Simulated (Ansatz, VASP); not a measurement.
**One calculation of TaN, two programs**

Contents of INCAR:

```
SYSTEM = TaN
PREC = Accurate
ENCUT = 600
EDIFF = 1E-7
ISMEAR = -1
SIGMA = 0.05
LREAL = .FALSE.
LASPH = .TRUE.
NELM = 80
ALGO = Normal
ISIF = 3
LWAVE = .FALSE.
LCHARG = .FALSE.
GGA = B5
ALDAX = 1.0
AGGAX = 1.0
AGGAC = 1.0
ALDAC = 0.0
IBRION = 2
NSW = 80
EDIFFG = -0.01
```

Contents of KPOINTS:

```
regular mesh
0
G
  10 10 10
  0 0 0
```

File POSCAR:

```
TaN
1.0
    0.0000000000      2.2113230000      2.2113230000
    2.2113230000      0.0000000000      2.2113230000
    2.2113230000      2.2113230000      0.0000000000
Ta N
1 1
Direct
    0.5000000000      0.5000000000      0.5000000000
    0.0000000000      0.0000000000      0.0000000000
```

input.yaml

```yaml
crystal:
  lattice:
    - [0.0, 2.211323, 2.211323]
    - [2.211323, 0.0, 2.211323]
    - [2.211323, 2.211323, 0.0]
  atoms:
    - { symbol: Ta, position: [0.5, 0.5, 0.5] }
    - { symbol: "N", position: [0.0, 0.0, 0.0] }
kpoints:
  mp_grid: { grid: [10, 10, 10] }
scf:
  occupations: { method: fermi_dirac, width: 0.05 }
hamiltonian:
  xc: blyp
  pseudopotentials: { kind: all_electron, lapw: { basis_error: 0.001 } }
output:
  forces: true
  stress: true
relax:
  f_tol: 0.01
  max_steps: 60
  cell: {}
```

Alike in both runs: task relaxation of cell and atoms; functional BLYP; k mesh 10 × 10 × 10; occupations fermi-dirac, width 0.05 eV; no spin polarisation.

|  | VASP | Ansatz |
| --- | --- | --- |
| version | VASP 6.6.1 | Ansatz 0.2.0 |
| potentials or method | VASP PAW PBE potentials, release 64 (Ta_pv, N), cutoff 600 eV | all-electron LAPW, scalar-relativistic |

VASP gave:

* relaxed volume (Å³/atom): 11.22
* relaxed cell length with the largest relative difference (Å): 3.166

Estimate Ansatz's values.

relaxed volume (Å³/atom): 11.17; relaxed cell length with the largest relative difference (Å): 3.161.

VASP's potentials were made for PBE, not for BLYP. Ansatz ran all-electron here, and VASP with PAW potentials.

Spin-orbit coupling is off throughout.
